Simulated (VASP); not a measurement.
Runs of VASP 6.6.1 on Sr. The structure is that of space group Fm-3m (No. 225), or close to it. The cells are those of the table. 

```tsv
cell	gap on the mesh (eV)	pressure (GPa)
a = 4.561, b = 4.561, c = 4.475 Å, angles 60.6, 60.6, 58.7°, 1 atom	none	-1.9
a = 4.647 Å, angles 60.0°, 1 atom	none	-2.3
a = 3.958 Å, angles 60.0°, 1 atom	0.09	(a)
a = 4.389, b = 4.389, c = 4.303 Å, angles 60.7, 60.7, 58.7°, 1 atom	none	-1.2
a = 4.130 Å, angles 60.0°, 1 atom	none	(b)
```

Alike in all rows: task single point; level PBEsol; potentials or basis VASP PAW PBE potentials, release 64 (Sr_sv); no spin polarisation; k mesh 10 × 10 × 10; cutoff (eV) 520; smearing gaussian 0.03 eV.

**Question.** Fill in the values left out.

**Answer.** (a) 2.8; (b) 0.5.

Caveats: the PAW data sets were made with another functional, which shifts forces and pressure a little.

A k mesh can miss the band edges, and the runs leave out spin-orbit coupling on Sr.

A gap of «none» marks levels without a gap at the run's occupations.
